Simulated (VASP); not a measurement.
**Pd: single point with PBE**

The system is Pd.

```xyz
1
Lattice="0.0000 1.9735 1.9735 1.9735 0.0000 1.9735 1.9735 1.9735 0.0000" Properties=species:S:1:pos:R:3 pbc="T T T"
Pd    0.0000    0.0000    0.0000
```

```yaml
Program: VASP 6.6.1
Task: single point
Functional: PBE
Potentials_or_basis: VASP PAW PBE potentials, release 64 (Pd)
Cutoff: 520 eV
k_mesh: 14 × 14 × 14
Occupations: fermi-dirac, width 0.01 eV
Spin: no spin polarisation
```

| Item | Value |
| --- | --- |
| Pressure | -0.7 GPa |
| Band gap on the k mesh | zero (band 5 reaches 9.37 eV, above the bottom of band 6 at 7.89 eV) |

Levels at points of the mesh, in eV from the Fermi level:
| k point | band 1 | band 2 | band 3 | band 4 | band 5 | band 6 | band 7 | band 8 | band 9 | band 10 |
| --- | --- | --- | --- | --- | --- | --- | --- | --- | --- | --- |
| (0.00, 0.00, 0.00) | -6.82 | -2.65 | -2.65 | -2.65 | -1.15 | -1.15 | 17.17 | 21.71 | 21.71 | 21.71 |
| (0.50, 0.00, 0.00) | -4.98 | -2.69 | -2.69 | -0.02 | -0.02 | 1.11 | 7.00 | 16.51 | 20.70 | 20.70 |
| (0.50, 0.50, 0.00) | -5.05 | -4.78 | -0.05 | 0.27 | 0.27 | 3.36 | 10.35 | 12.99 | 12.99 | 20.98 |

Wall time 9.8 s on 1 thread of Intel Xeon 6975P-C (shared host), peak memory 0.15 GiB.
